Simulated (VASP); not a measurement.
**BaTiO3 (km): single point with PBEsol**

The system is BaTiO3 (km).

```
CELL_PARAMETERS angstrom
3.94995 0.00000 0.00000
0.00000 2.82895 2.83927
0.00000 -2.82895 2.83927
ATOMIC_POSITIONS crystal
Ba 0.00000 0.00373 0.00373
Ti 0.50000 0.51649 0.51649
O 0.50000 0.98139 0.49031
O 0.50000 0.49031 0.98139
O 0.00000 0.48797 0.48797
```

```json
{
 "Program": "VASP 6.6.1",
 "Task": "single point",
 "Functional": "PBEsol",
 "Potentials or basis": "VASP PAW PBE potentials, release 64 (Ba_sv, Ti_sv, O)",
 "Cutoff": "600 eV",
 "k mesh": "4 × 4 × 4",
 "Occupations": "gaussian, width 0.02 eV",
 "Spin": "no spin polarisation"
}
```

- Pressure: 1.7 GPa
- Largest force: 0.035 eV/Å
- Band gap on the k mesh: 2.09 eV, indirect (least direct gap 2.44 eV)

Forces on the atoms (eV/Å):
```
Ba   0.000  0.000 -0.035
Ti   0.000  0.000  0.028
O    0.000  0.016  0.007
O    0.000 -0.016  0.007
O    0.000  0.000 -0.007
```

Stress tensor (GPa, compression positive):
```
1.68 0.00 0.00
0.00 1.78 0.00
0.00 0.00 1.74
```

Levels at points of the mesh, in eV from the valence-band top:
| k point | band 18 | band 19 | band 20 | band 21 | band 22 | band 23 |
| --- | --- | --- | --- | --- | --- | --- |
| (0.00, 0.00, 0.00) | -0.45 | -0.44 | -0.35 | 2.09 | 2.28 | 2.35 |
| (0.50, 0.00, 0.00) | -1.65 | -1.12 | -0.98 | 2.48 | 3.71 | 3.85 |
| (0.00, 0.50, 0.00) | -1.76 | -0.92 | -0.78 | 2.32 | 3.75 | 3.77 |
| (0.50, 0.50, 0.00) | -0.93 | -0.91 | -0.09 | 3.80 | 3.81 | 4.16 |
| (0.00, 0.50, 0.50) | -0.92 | -0.86 | -0.23 | 3.75 | 3.79 | 4.10 |
| (0.50, 0.50, 0.50) | -0.14 | -0.02 | 0.00 | 4.34 | 4.38 | 4.47 |

Wall time 39 s on 1 thread of Intel(R) Xeon(R) Platinum 8375C CPU @ 2.90GHz (Ice Lake), on a shared host, peak memory 0.2 GiB.

Caveat: the PAW data sets were made with another functional, which shifts forces and pressure a little; spin-orbit coupling is left out, which moves the levels of the heavy elements. A k mesh can miss the band edges.
